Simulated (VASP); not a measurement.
Cu: single point with LDA

Crystal: Cu.

```xyz
1
Lattice="0.0000 1.7706 1.7706 1.7706 0.0000 1.7706 1.7706 1.7706 0.0000" Properties=species:S:1:pos:R:3 pbc="T T T"
Cu    0.0000    0.0000    0.0000
```

| Property | Result |
| --- | --- |
| Program | VASP 6.6.1 |
| Task | single point |
| Functional | LDA |
| Potentials or basis | VASP PAW LDA potentials, release 64 (Cu) |
| Cutoff | 600 eV |
| k mesh | 13 × 13 × 13 |
| Occupations | fermi-dirac, width 0.05 eV |
| Spin | no spin polarisation |

```yaml
Pressure: -2.7 GPa
Band_gap_on_the_k_mesh: zero (an odd number of electrons rules out a gap without spin polarisation)
```

Levels at points of the mesh, in eV from the Fermi level:
```
           k point  band 2  band 3  band 4  band 5  band 6  band 7  band 8  band 9  band 10  band 11
(0.00, 0.00, 0.00)   -3.46   -3.46   -3.46   -2.54   -2.54   22.98   25.94   25.94    25.94    28.54
```

It took 13 s on 1 thread of Intel(R) Xeon(R) Platinum 8259CL CPU @ 2.50GHz (Skylake/Cascade Lake), with other jobs on the host, peak memory 0.12 GiB.
